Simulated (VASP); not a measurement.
# SrCl2 (R-3m) in VASP: single point with HSE06

Aim: the single point of SrCl2 with HSE06.

Everything below comes from runs of VASP 6.6.1. Logs are shortened: lines on timing, memory, paths and dates and some standing lists are left out, and cuts for length are marked.

### Step 1. The cell of the first run

The typed cell holds 3 atoms: a = 4.916 Å, b = 4.916 Å, c = 4.916 Å, α = 59.96°, β = 59.96°, γ = 59.96°.

### Step 2. Single point, HSE06

Input file POSCAR:

```
SrCl2
1.0
    2.4567214715      1.4183888029      4.0153159770
   -2.4567214715      1.4183888029      4.0153159770
    0.0000000000     -2.8367776058      4.0153159770
Sr Cl
1 2
Direct
    0.0000000000      0.0000000000      0.0000000000
    0.2499511369      0.2499511369      0.2499511369
    0.7500488631      0.7500488631      0.7500488631
```

Input file INCAR.step1:

```
SYSTEM = SrCl2
PREC = Accurate
ENCUT = 520
EDIFF = 1E-5
ISMEAR = 0
SIGMA = 0.01
LREAL = .False.
LASPH = .True.
NELM = 100
ALGO = Normal
ISIF = 2
LWAVE = .True.
LCHARG = .False.
GGA = PE
NBANDS = 19
```

Input file INCAR.step2:

```
SYSTEM = SrCl2
PREC = Accurate
ENCUT = 520
EDIFF = 1E-6
ISMEAR = 0
SIGMA = 0.01
LREAL = .False.
LASPH = .True.
NELM = 100
ALGO = Normal
ISIF = 2
LWAVE = .False.
LCHARG = .False.
GGA = PE
LHFCALC = .True.
HFSCREEN = 0.2079
PRECFOCK = Normal
ISTART = 1
NBANDS = 19
```

Input file KPOINTS:

```
regular mesh
0
Gamma
  4 4 4
  0 0 0
```

Potentials or basis: VASP PAW PBE potentials, release 64 (Sr_sv, Cl).

Command:

```sh
> cat potpaw_PBE.64/Sr_sv/POTCAR potpaw_PBE.64/Cl/POTCAR > POTCAR
> cp INCAR.step1 INCAR
> mpirun -np 1 vasp_std > vasp.out
> cp INCAR.step2 INCAR
> mpirun -np 1 vasp_std > vasp.out
```

OUTCAR:

```text
SYSTEM = SrCl2
   PREC = Accurate
   ENCUT = 520
   EDIFF = 1E-6
   ISMEAR = 0
   LREAL = .False.
   LASPH = .True.
   NELM = 100
   ISIF = 2
   GGA = PE
   LHFCALC = .True.
   HFSCREEN = 0.2079
   PRECFOCK = Normal
   ISTART = 1

 ion  position               nearest neighbor table
   1  0.000  0.000  0.000-   3 3.01   3 3.01   2 3.01   2 3.01   3 3.01   2 3.01   3 3.01   2 3.01

   2  0.250  0.250  0.250-   1 3.01   1 3.01   1 3.01   1 3.01
   3  0.750  0.750  0.750-   1 3.01   1 3.01   1 3.01   1 3.01

  LATTYP: Found a trigonal (rhomboedric) cell.
 ALAT       =     4.9163064978
 COS(alpha) =     0.5005822910

  Lattice vectors:

 A1 = (   2.4567214715,   1.4183888029,   4.0153159770)
 A2 = (  -2.4567214715,   1.4183888029,   4.0153159770)
 A3 = (   0.0000000000,  -2.8367776058,   4.0153159770)

Analysis of symmetry for initial positions (statically):
=====================================================================
 Subroutine PRICEL returns:
 Original cell was already a primitive cell.

 Routine SETGRP: Setting up the symmetry group for a
 trigonal (rhombohedral) supercell.

 Subroutine GETGRP returns: Found 12 space group operations
 (whereof 12 operations were pure point group operations)
 out of a pool of 12 trial point group operations.

The static configuration has the point symmetry D_3d.

Analysis of symmetry for dynamics (positions and initial velocities):
=====================================================================
 Subroutine PRICEL returns:
 Original cell was already a primitive cell.

 Routine SETGRP: Setting up the symmetry group for a
 trigonal (rhombohedral) supercell.

 Subroutine GETGRP returns: Found 12 space group operations
 (whereof 12 operations were pure point group operations)
 out of a pool of 12 trial point group operations.

The dynamic configuration has the point symmetry D_3d.

 Subroutine INISYM returns: Found 12 space group operations
 (whereof 12 operations are pure point group operations),
 and found     1 'primitive' translations

----------------------------------------------------------------------------------------

                                     Primitive cell

  volume of cell :      83.9503

  direct lattice vectors                    reciprocal lattice vectors
     2.456721471  1.418388803  4.015315977     0.203523275  0.117504218  0.083015468
    -2.456721471  1.418388803  4.015315977    -0.203523275  0.117504218  0.083015468
     0.000000000 -2.836777606  4.015315977     0.000000000 -0.235008435  0.083015468

  length of vectors
     4.916306498  4.916306498  4.916306498     0.249239910  0.249239910  0.249239910

  position of ions in fractional coordinates (direct lattice)
     0.000000000  0.000000000  0.000000000
     0.249951137  0.249951137  0.249951137
     0.750048863  0.750048863  0.750048863

  ion indices of the primitive-cell ions
   primitive index   ion index
                 1           1
                 2           2
                 3           3

----------------------------------------------------------------------------------------

 KPOINTS: regular mesh

Automatic generation of k-mesh.
 Grid dimensions read from file:
 generate k-points for:    4    4    4

 Generating k-lattice:

  Cartesian coordinates                     Fractional coordinates (reciprocal lattice)
     0.050880819  0.029376054  0.020753867     0.250000000 -0.000000000  0.000000000
    -0.050880819  0.029376054  0.020753867    -0.000000000  0.250000000  0.000000000
     0.000000000 -0.058752109  0.020753867     0.000000000  0.000000000  0.250000000

  Length of vectors
     0.062309977  0.062309977  0.062309977

  Shift w.r.t. Gamma in fractional coordinates (k-lattice)
     0.000000000  0.000000000  0.000000000

 Subroutine IBZKPT returns following result:
 ===========================================

 Found     13 irreducible k-points:

 Following reciprocal coordinates:
            Coordinates               Weight
  0.000000  0.000000  0.000000      1.000000
  0.250000  0.000000  0.000000      6.000000
  0.500000  0.000000  0.000000      3.000000
  0.250000  0.250000  0.000000      6.000000
  0.500000  0.250000 -0.000000     12.000000
 -0.250000  0.250000  0.000000      6.000000
  0.500000  0.500000  0.000000      3.000000
  0.250000  0.250000  0.250000      2.000000
  0.500000  0.250000  0.250000      6.000000
 -0.250000  0.250000  0.250000      6.000000
  0.500000  0.500000  0.250000      6.000000
 -0.250000  0.500000  0.250000      6.000000
  0.500000  0.500000  0.500000      1.000000
   k-points           NKPTS =     13   k-points in BZ     NKDIM =     64   number of bands    NBANDS=     19
   number of dos      NEDOS =    301   number of ions     NIONS =      3
   total plane-waves  NPLWV =  64000
   dimension x,y,z NGX =    40 NGY =   40 NGZ =   40
   dimension x,y,z NGXF=    80 NGYF=   80 NGZF=   80
   ions per type =               1   2
   NGX,Y,Z   is equivalent  to a cutoff of  13.53, 13.53, 13.53 a.u.
   NGXF,Y,Z  is equivalent  to a cutoff of  27.05, 27.05, 27.05 a.u.
 SYSTEM =  SrCl2
   PREC   = accura    normal or accurate (medium, high low for compatibility)
   ISTART =      1    job   : 0-new  1-cont  2-samecut
   ICHARG =      0    charge: 1-file 2-atom 10-const
   ISPIN  =      1    spin polarized calculation?
   LNONCOLLINEAR =      F non collinear calculations
   LSORBIT =      F    spin-orbit coupling
   LASPH  =      T    aspherical Exc in radial PAW
   ENCUT  =  520.0 eV  38.22 Ry    6.18 a.u.   9.14  9.14  9.14*2*pi/ulx,y,z
   NELM   =    100;   NELMIN=  2; NELMDL=  0     # of ELM steps
   EDIFF  = 0.1E-05   stopping-criterion for ELM
   LREAL  =      F    real-space projection
   EDIFFG = 0.1E-04   stopping-criterion for IOM
   NSW    =      0    number of steps for IOM
   IBRION =     -1    ionic relax: 0-MD 1-quasi-New 2-CG
   NFREE  =      0    steps in history (QN), initial steepest desc. (CG)
   ISIF   =      2    stress and relaxation
   ISYM   =      3    0-nonsym 1-usesym 2-fastsym
   POTIM  = 0.5000    time-step for ionic-motion
   TEBEG  =    0.0;   TEEND  =   0.0 temperature during run
   PSTRESS=    0.0 pullay stress
   NELECT =      24.0000    total number of electrons
   NUPDOWN=      -1.0000    fix difference up-down
   EMIN   =  10.00;   EMAX   =-10.00  energy-range for DOS
   EFERMI =   0.00;   METHOD = LEGACY
   ISMEAR =     0;   SIGMA  =   0.01  broadening in eV -4-tet -1-fermi 0-gaus
   EFERMI_NEDOS =   21; number of points for ismear=-14 and -15
   IALGO  =     38    algorithm
   IMIX   =      1    mixing-type and parameters
     AMIX     =   0.40;   BMIX     =  1.00
     AMIX_MAG =   1.60;   BMIX_MAG =  1.00
  volume/ion in A,a.u.               =      27.98       188.84
  Fermi-wavevector in a.u.,A,eV,Ry     =   1.078461  2.037996 15.824644  1.163079
  Thomas-Fermi vector in A             =   2.214400
   LORBIT       =      0    0 simple, 1 ext, 2 COOP (PROOUT), +10 PAW based schemes
   GGA     = PE    functional components
   LHFCALC =     T    Hartree Fock is set to
   PRECFOCK=normal    Normal, Fast or Accurate (Low or Medium for compatibility)
   ENCUT4O =  -1.0   cutoff for four orbital integrals eV
   NKREDX  =     1    reduce k-point grid by
   NKREDY  =     1    reduce k-point grid by
   NKREDZ  =     1    reduce k-point grid by
   AEXX    =    0.2500 exact exchange contribution
   HFSCREEN=    0.2079 screening length (either q_TF or 0.3 A-1)
   HFSCREENC=   0.2079 screening length for correlation (either q_TF or 0.3 A-1)
   ENCUTFOCK=  -1.0 apply spherical cutoff to Coloumb kernel
   IVDW    =     0    specifies the selected vdW correction
   LEPSILON=     F    determine dielectric tensor
   LRPA    =     F    only Hartree local field effects (RPA)
 non-spin polarized calculation
 Gauss-broadening in eV      SIGMA  =   0.01
  energy-cutoff  :      520.00
  volume of cell :       83.95
 maximum number of plane-waves:      2276
 NGX is ok and might be reduce to    40
  NGX = 28; NGY = 28; NGZ = 28

 number of electron      24.0000003 magnetization

 Free energy of the ion-electron system (eV)
  ---------------------------------------------------
  ext. energy  EPLUGINS =         0.00000000
  ---------------------------------------------------
  free energy    TOTEN  =       -14.80628908 eV

  energy without entropy =      -14.80628908  energy(sigma->0) =      -14.80628908

 E-fermi :  -0.6274     XC(G=0):  -6.9438

 val. band max:       -0.6968589279   @ k =   0.5000   0.5000   0.0000
 cond. band min:       5.9638649365   @ k =   0.0000   0.0000   0.0000
 fundamental gap:      6.6607238643
 Fermi energy:        -0.6274312868

 k-point     1 :       0.0000    0.0000    0.0000
  band No.  band energies     occupation
      1     -35.6154      2.00000
      2     -16.3393      2.00000
      3     -16.3393      2.00000
      4     -16.3393      2.00000
      5     -15.2884      2.00000
      6     -14.3394      2.00000
[... 11 lines left out ...]
     18       9.7028      0.00000
     19      10.4012      0.00000

 k-point     2 :       0.2500    0.0000    0.0000
  band No.  band energies     occupation
      1     -35.6133      2.00000
      2     -16.6008      2.00000
      3     -16.3484      2.00000
      4     -16.3484      2.00000
      5     -14.9199      2.00000
      6     -14.4328      2.00000
[... 11 lines left out ...]
     18       9.5413      0.00000
     19      10.5503      0.00000

 k-point     3 :       0.5000    0.0000    0.0000
  band No.  band energies     occupation
      1     -35.6113      2.00000
      2     -16.7646      2.00000
      3     -16.3576      2.00000
      4     -16.3575      2.00000
      5     -14.8451      2.00000
      6     -14.3151      2.00000
[... 11 lines left out ...]
     18       9.6115      0.00000
     19       9.6620      0.00000

 k-point     4 :       0.2500    0.2500    0.0000
  band No.  band energies     occupation
      1     -35.6127      2.00000
      2     -16.6597      2.00000
      3     -16.3609      2.00000
      4     -16.3609      2.00000
      5     -14.7485      2.00000
      6     -14.5154      2.00000
[... 165 lines left out ...]
     18       9.7994      0.00000
     19      10.5583      0.00000

 k-point    12 :      -0.2500    0.5000    0.2500
  band No.  band energies     occupation
      1     -35.6100      2.00000
      2     -16.6445      2.00000
      3     -16.6437      2.00000
      4     -16.3829      2.00000
      5     -14.4704      2.00000
      6     -14.4690      2.00000
[... 11 lines left out ...]
     18      10.4514      0.00000
     19      11.4800      0.00000

 k-point    13 :       0.5000    0.5000    0.5000
  band No.  band energies     occupation
      1     -35.6114      2.00000
      2     -16.7643      2.00000
      3     -16.3574      2.00000
      4     -16.3574      2.00000
      5     -14.8442      2.00000
      6     -14.3163      2.00000
[... 11 lines left out ...]
     18       9.6082      0.00000
     19       9.6573      0.00000

------------------------ aborting loop because EDIFF is reached ----------------------------------------

  FORCE on cell =-STRESS in cart. coord.  units (eV):
  Direction    XX          YY          ZZ          XY          YZ          ZX
  --------------------------------------------------------------------------------------
  -------------------------------------------------------------------------------------
  Total        0.5238975      0.5238975      0.5144526     -0.0000000      0.0000000      0.0000000
  in kB        9.9984965      9.9984965      9.8182417     -0.0000000      0.0000000      0.0000000
  external PRESSURE =       9.9384116 kB  Pullay stress =       0.0000000 kB

 VOLUME and BASIS-vectors are now :
 -----------------------------------------------------------------------------
  energy-cutoff  :      520.00
  volume of cell :       83.95
      direct lattice vectors                 reciprocal lattice vectors
     2.456721471  1.418388803  4.015315977     0.203523275  0.117504218  0.083015468
    -2.456721471  1.418388803  4.015315977    -0.203523275  0.117504218  0.083015468
     0.000000000 -2.836777606  4.015315977     0.000000000 -0.235008435  0.083015468

 POSITION                                       TOTAL-FORCE (eV/Angst)
 -----------------------------------------------------------------------------------
      0.00000      0.00000      0.00000         0.000000     -0.000000     -0.000000
      0.00000      0.00000      3.01090         0.000000      0.000000     -0.000024
      0.00000      0.00000      9.03505        -0.000000      0.000000      0.000024
 -----------------------------------------------------------------------------------
    total drift:                               -0.000000      0.000000      0.000000

  FREE ENERGIE OF THE ION-ELECTRON SYSTEM (eV)
  ---------------------------------------------------
  free  energy   TOTEN  =       -14.8062890787 eV

  energy  without entropy=      -14.8062890787  energy(sigma->0) =      -14.80628908
```

Run time: 53 min. Hardware: 1 thread of Intel Xeon 8259CL, shared host; peak memory 0.36 GiB.

Results:

* Free energy: -14.8063 eV
* Pressure: 1.0 GPa
* Band gap on the k mesh: 6.66 eV (least direct gap 6.81 eV)

Caveat: the PAW data sets were made with another functional, which shifts forces and pressure a little. A k mesh can miss the band edges.
